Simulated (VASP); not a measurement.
# AlN (F-43m) in VASP: notebook

The runs below take AlN through single point, with PBE.

Everything below comes from runs of VASP 6.6.1. Logs are shortened: lines on timing, memory, paths and dates and some standing lists are left out, and cuts for length are marked.

### 1 The cell of the first run

Symmetry: F-43m, No. 216, cubic system. Conventional cell: a = 4.313 Å, b = 4.313 Å, c = 4.313 Å, α = 90.00°, β = 90.00°, γ = 90.00°. Within 2.5 Å of Al (site symmetry -43m) lie 4 N at 1.87 Å. Within 2.5 Å of N (site symmetry -43m) lie 4 Al at 1.87 Å.

### 2 Single point, PBE (volume changed by -6%)

INCAR reads:

```
SYSTEM = AlN
PREC = Accurate ; ENCUT = 520
EDIFF = 1E-7 ; ISMEAR = 0
SIGMA = 0.01 ; LREAL = .FALSE.
LASPH = .TRUE. ; NELM = 80
ALGO = Normal ; ISIF = 2
LWAVE = .FALSE. ; LCHARG = .FALSE.
GGA = PE ; NBANDS = 11
```

KPOINTS reads:

```
regular mesh
0
G
  8 8 8
  0 0 0
```

POSCAR reads:

```
AlN
1.0
    0.0000000000      2.1566441425      2.1566441425
    2.1566441425      0.0000000000      2.1566441425
    2.1566441425      2.1566441425      0.0000000000
Al N
1 1
Direct
    0.0000000000      0.0000000000      0.0000000000
    0.7500000000      0.7500000000      0.7500000000
```

Potentials or basis: VASP PAW PBE potentials, release 64 (Al, N).

Started as:

```bash
$ cat potpaw_PBE.64/Al/POTCAR potpaw_PBE.64/N/POTCAR > POTCAR
$ mpirun -np 1 vasp_std > vasp.out
```

OUTCAR:

```text
SYSTEM = AlN
   PREC = Accurate
   ENCUT = 520
   EDIFF = 1E-7
   ISMEAR = 0
   LREAL = .FALSE.
   LASPH = .TRUE.
   NELM = 80
   ISIF = 2
   GGA = PE

 ion  position               nearest neighbor table
   1  0.000  0.000  0.000-   2 1.87   2 1.87   2 1.87   2 1.87
   2  0.750  0.750  0.750-   1 1.87   1 1.87   1 1.87   1 1.87

  LATTYP: Found a face centered cubic cell.
 ALAT       =     4.3132882850

  Lattice vectors:

 A1 = (   0.0000000000,   2.1566441425,   2.1566441425)
 A2 = (   2.1566441425,   0.0000000000,   2.1566441425)
 A3 = (   2.1566441425,   2.1566441425,   0.0000000000)

Analysis of symmetry for initial positions (statically):
=====================================================================
 Subroutine PRICEL returns:
 Original cell was already a primitive cell.

 Routine SETGRP: Setting up the symmetry group for a
 face centered cubic supercell.

 Subroutine GETGRP returns: Found 24 space group operations
 (whereof 24 operations were pure point group operations)
 out of a pool of 48 trial point group operations.

The static configuration has the point symmetry T_d .

Analysis of symmetry for dynamics (positions and initial velocities):
=====================================================================
 Subroutine PRICEL returns:
 Original cell was already a primitive cell.

 Routine SETGRP: Setting up the symmetry group for a
 face centered cubic supercell.

 Subroutine GETGRP returns: Found 24 space group operations
 (whereof 24 operations were pure point group operations)
 out of a pool of 48 trial point group operations.

The dynamic configuration has the point symmetry T_d .

 Subroutine INISYM returns: Found 24 space group operations
 (whereof 24 operations are pure point group operations),
 and found     1 'primitive' translations

----------------------------------------------------------------------------------------

                                     Primitive cell

  volume of cell :      20.0616

  direct lattice vectors                    reciprocal lattice vectors
     0.000000000  2.156644142  2.156644142    -0.231841679  0.231841679  0.231841679
     2.156644142  0.000000000  2.156644142     0.231841679 -0.231841679  0.231841679
     2.156644142  2.156644142  0.000000000     0.231841679  0.231841679 -0.231841679

  length of vectors
     3.049955396  3.049955396  3.049955396     0.401561568  0.401561568  0.401561568

  position of ions in fractional coordinates (direct lattice)
     0.000000000  0.000000000  0.000000000
     0.750000000  0.750000000  0.750000000

  ion indices of the primitive-cell ions
   primitive index   ion index
                 1           1
                 2           2

----------------------------------------------------------------------------------------

 KPOINTS: regular mesh

Automatic generation of k-mesh.
 Grid dimensions read from file:
 generate k-points for:    8    8    8

 Generating k-lattice:

  Cartesian coordinates                     Fractional coordinates (reciprocal lattice)
    -0.028980210  0.028980210  0.028980210     0.125000000  0.000000000  0.000000000
     0.028980210 -0.028980210  0.028980210     0.000000000  0.125000000  0.000000000
     0.028980210  0.028980210 -0.028980210     0.000000000  0.000000000  0.125000000

  Length of vectors
     0.050195196  0.050195196  0.050195196

  Shift w.r.t. Gamma in fractional coordinates (k-lattice)
     0.000000000  0.000000000  0.000000000

 Subroutine IBZKPT returns following result:
 ===========================================

 Found     29 irreducible k-points:

 Following reciprocal coordinates:
            Coordinates               Weight
  0.000000  0.000000  0.000000      1.000000
  0.125000  0.000000  0.000000      8.000000
  0.250000  0.000000  0.000000      8.000000
  0.375000  0.000000  0.000000      8.000000
  0.500000  0.000000  0.000000      4.000000
  0.125000  0.125000  0.000000      6.000000
[... 16 lines left out ...]
  0.500000  0.250000  0.125000     48.000000
 -0.375000  0.250000  0.125000     24.000000
 [... further k-points ...]
   k-points           NKPTS =     29   k-points in BZ     NKDIM =     29   number of bands    NBANDS=     11
   number of dos      NEDOS =    301   number of ions     NIONS =      2
   total plane-waves  NPLWV =  13824
   dimension x,y,z NGX =    24 NGY =   24 NGZ =   24
   dimension x,y,z NGXF=    48 NGYF=   48 NGZF=   48
   ions per type =               1   1
   NGX,Y,Z   is equivalent  to a cutoff of  13.08, 13.08, 13.08 a.u.
   NGXF,Y,Z  is equivalent  to a cutoff of  26.16, 26.16, 26.16 a.u.
 SYSTEM =  AlN
   PREC   = accura    normal or accurate (medium, high low for compatibility)
   ISTART =      0    job   : 0-new  1-cont  2-samecut
   ICHARG =      2    charge: 1-file 2-atom 10-const
   ISPIN  =      1    spin polarized calculation?
   LNONCOLLINEAR =      F non collinear calculations
   LSORBIT =      F    spin-orbit coupling
   LASPH  =      T    aspherical Exc in radial PAW
   ENCUT  =  520.0 eV  38.22 Ry    6.18 a.u.   5.67  5.67  5.67*2*pi/ulx,y,z
   NELM   =     80;   NELMIN=  2; NELMDL= -5     # of ELM steps
   EDIFF  = 0.1E-06   stopping-criterion for ELM
   LREAL  =      F    real-space projection
   EDIFFG = 0.1E-05   stopping-criterion for IOM
   NSW    =      0    number of steps for IOM
   IBRION =     -1    ionic relax: 0-MD 1-quasi-New 2-CG
   NFREE  =      0    steps in history (QN), initial steepest desc. (CG)
   ISIF   =      2    stress and relaxation
   ISYM   =      2    0-nonsym 1-usesym 2-fastsym
   POTIM  = 0.5000    time-step for ionic-motion
   TEBEG  =    0.0;   TEEND  =   0.0 temperature during run
   PSTRESS=    0.0 pullay stress
   NELECT =       8.0000    total number of electrons
   NUPDOWN=      -1.0000    fix difference up-down
   EMIN   =  10.00;   EMAX   =-10.00  energy-range for DOS
   EFERMI =   0.00;   METHOD = LEGACY
   ISMEAR =     0;   SIGMA  =   0.01  broadening in eV -4-tet -1-fermi 0-gaus
   EFERMI_NEDOS =   21; number of points for ismear=-14 and -15
   IALGO  =     38    algorithm
   IMIX   =      4    mixing-type and parameters
     AMIX     =   0.40;   BMIX     =  1.00
     AMIX_MAG =   1.60;   BMIX_MAG =  1.00
  volume/ion in A,a.u.               =      10.03        67.69
  Fermi-wavevector in a.u.,A,eV,Ry     =   1.204989  2.277099 19.755632  1.451998
  Thomas-Fermi vector in A             =   2.340698
   LORBIT       =      0    0 simple, 1 ext, 2 COOP (PROOUT), +10 PAW based schemes
   GGA     = PE    functional components
   LHFCALC =     F    Hartree Fock is set to
   AEXX    =    0.0000 exact exchange contribution
   IVDW    =     0    specifies the selected vdW correction
   LEPSILON=     F    determine dielectric tensor
   LRPA    =     F    only Hartree local field effects (RPA)
 non-spin polarized calculation
 Gauss-broadening in eV      SIGMA  =   0.01
  energy-cutoff  :      520.00
  volume of cell :       20.06
 maximum number of plane-waves:       560
   NGX = 11   NGY = 11   NGZ = 11

 number of electron       7.9999998 magnetization

 Free energy of the ion-electron system (eV)
  ---------------------------------------------------
  ext. energy  EPLUGINS =         0.00000000
  ---------------------------------------------------
  free energy    TOTEN  =       -14.79759865 eV

  energy without entropy =      -14.79759865  energy(sigma->0) =      -14.79759865

 E-fermi :   6.4062     XC(G=0): -11.0997

 val. band max:        6.3325341953   @ k =   0.0000   0.0000   0.0000
 cond. band min:       9.6687632549   @ k =   0.5000   0.5000   0.0000
 fundamental gap:      3.3362290596
 Fermi energy:         6.4062093696

 k-point     1 :       0.0000    0.0000    0.0000
  band No.  band energies     occupation
      1      -8.8707      2.00000
      2       6.3325      2.00000
      3       6.3325      2.00000
      4       6.3325      2.00000
      5      10.8677      0.00000
      6      19.2721      0.00000
      7      19.2721      0.00000
      8      19.2721      0.00000
      9      24.3269      0.00000
     10      24.3269      0.00000
     11      25.8049      0.00000

 k-point     2 :       0.1250    0.0000    0.0000
  band No.  band energies     occupation
      1      -8.6331      2.00000
      2       5.1472      2.00000
      3       6.2535      2.00000
      4       6.2535      2.00000
      5      11.7980      0.00000
      6      18.6944      0.00000
      7      19.4480      0.00000
      8      19.4480      0.00000
      9      22.7538      0.00000
     10      22.7538      0.00000
     11      24.7380      0.00000

 k-point     3 :       0.2500    0.0000    0.0000
  band No.  band energies     occupation
      1      -7.9793      2.00000
      2       3.0160      2.00000
      3       6.0753      2.00000
      4       6.0753      2.00000
      5      13.1168      0.00000
      6      17.6509      0.00000
      7      18.9722      0.00000
      8      18.9722      0.00000
      9      22.9420      0.00000
     10      22.9420      0.00000
     11      23.9719      0.00000

 k-point     4 :       0.3750    0.0000    0.0000
  band No.  band energies     occupation
      1      -7.1464      2.00000
      2       1.1289      2.00000
      3       5.9127      2.00000
      4       5.9127      2.00000
      5      13.8484      0.00000
      6      16.8053      0.00000
      7      18.0726      0.00000
      8      18.0726      0.00000
      9      24.3387      0.00000
     10      25.0718      0.00000
     11      25.0718      0.00000
[... 239 lines left out ...]
 k-point    22 :       0.3750    0.2500    0.1250
  band No.  band energies     occupation
      1      -7.4523      2.00000
      2       2.7101      2.00000
      3       4.8214      2.00000
      4       5.7228      2.00000
      5      13.3597      0.00000
      6      17.1734      0.00000
      7      17.5345      0.00000
      8      19.9625      0.00000
      9      21.3665      0.00000
     10      25.9006      0.00000
     11      28.4292      0.00000

 k-point    23 :       0.5000    0.2500    0.1250
  band No.  band energies     occupation
      1      -6.7318      2.00000
      2       1.6037      2.00000
      3       4.2191      2.00000
      4       5.3857      2.00000
      5      13.5268      0.00000
      6      16.3007      0.00000
      7      18.2543      0.00000
      8      19.5446      0.00000
      9      22.7969      0.00000
     10      26.4916      0.00000
     11      28.6244      0.00000

 k-point    24 :      -0.3750    0.2500    0.1250
  band No.  band energies     occupation
      1      -6.3706      2.00000
      2       1.0554      2.00000
      3       4.0652      2.00000
      4       5.1928      2.00000
      5      13.5573      0.00000
      6      15.9258      0.00000
      7      18.8746      0.00000
      8      19.3716      0.00000
      9      24.0099      0.00000
     10      25.5380      0.00000
     11      28.9202      0.00000

 [... further k-points ...]

------------------------ aborting loop because EDIFF is reached ----------------------------------------

  FORCE on cell =-STRESS in cart. coord.  units (eV):
  Direction    XX          YY          ZZ          XY          YZ          ZX
  --------------------------------------------------------------------------------------
  -------------------------------------------------------------------------------------
  Total        1.6526141      1.6526141      1.6526141      0.0000000      0.0000000     -0.0000000
  in kB      131.9825675    131.9825675    131.9825675      0.0000000      0.0000000     -0.0000000
  external PRESSURE =     131.9825675 kB  Pullay stress =       0.0000000 kB

 VOLUME and BASIS-vectors are now :
 -----------------------------------------------------------------------------
  energy-cutoff  :      520.00
  volume of cell :       20.06
      direct lattice vectors                 reciprocal lattice vectors
     0.000000000  2.156644142  2.156644142    -0.231841679  0.231841679  0.231841679
     2.156644142  0.000000000  2.156644142     0.231841679 -0.231841679  0.231841679
     2.156644142  2.156644142  0.000000000     0.231841679  0.231841679 -0.231841679

 POSITION                                       TOTAL-FORCE (eV/Angst)
 -----------------------------------------------------------------------------------
      0.00000      0.00000      0.00000         0.000000      0.000000      0.000000
      3.23497      3.23497      3.23497        -0.000000     -0.000000     -0.000000
 -----------------------------------------------------------------------------------
    total drift:                               -0.000000     -0.000000     -0.000000

  FREE ENERGIE OF THE ION-ELECTRON SYSTEM (eV)
  ---------------------------------------------------
  free  energy   TOTEN  =       -14.7975986481 eV

  energy  without entropy=      -14.7975986481  energy(sigma->0) =      -14.79759865
```

It took 2.6 s on 1 thread of Intel Xeon 6975P-C (Granite Rapids), shared host; peak memory 0.13 GiB.

Results:

| Property | Result |
| --- | --- |
| Free energy | -14.7976 eV |
| Pressure | 13.2 GPa |
| Band gap on the k mesh | 3.34 eV, indirect (least direct gap 4.54 eV) |

Caveat: the cell differs from its parent crystal (volume changed by -6%). A k mesh can miss the band edges.

### 3 Single point, PBE

This run uses another cell than the first one, of 10.67 Å³/atom, 1.064 times its volume.

INCAR reads:

```
SYSTEM = AlN
PREC = Accurate
ENCUT = 520
EDIFF = 1E-6
ISMEAR = 0
SIGMA = 0.01
LREAL = .False.
LASPH = .True.
NELM = 80
ALGO = Normal
ISIF = 2
LWAVE = .False.
LCHARG = .True.
GGA = PE
LELF = .True.
LVHAR = .True.
NBANDS = 11
```

KPOINTS reads:

```
regular mesh
0
Gamma
  8 8 8
  0 0 0
```

POSCAR reads:

```
AlN
1.0
    0.0000000000      2.2015871022      2.2015871022
    2.2015871022      0.0000000000      2.2015871022
    2.2015871022      2.2015871022      0.0000000000
Al N
1 1
Direct
    0.0000000000      0.0000000000      0.0000000000
    0.7500000000      0.7500000000      0.7500000000
```

Potentials or basis: VASP PAW PBE potentials, release 64 (Al, N).

Started as:

```bash
$ cat potpaw_PBE.64/Al/POTCAR potpaw_PBE.64/N/POTCAR > POTCAR
$ mpirun -np 1 vasp_std > vasp.out
```

Run time: 2.7 s. Hardware: 1 thread of Intel Xeon 6975P-C (Granite Rapids), shared host; peak memory 0.13 GiB.

Results (log left out):

* Free energy: -14.8473 eV
* Pressure: -0.3 GPa
* Band gap on the k mesh: 3.30 eV, indirect (least direct gap 3.98 eV)

Levels at points of the mesh, in eV from the valence-band top:
```tsv
k point	band 1	band 2	band 3	band 4	band 5	band 6	band 7	band 8	band 9
(0.00, 0.00, 0.00)	-14.84	0.00	0.00	0.00	3.98	12.32	12.32	12.32	17.50
(0.50, 0.00, 0.00)	-12.87	-5.75	-0.48	-0.48	7.16	9.70	11.00	11.00	17.67
(0.50, 0.50, 0.00)	-12.25	-4.83	-1.75	-1.75	3.30	8.47	13.64	15.44	15.44
```

[end of part 1 of 2]
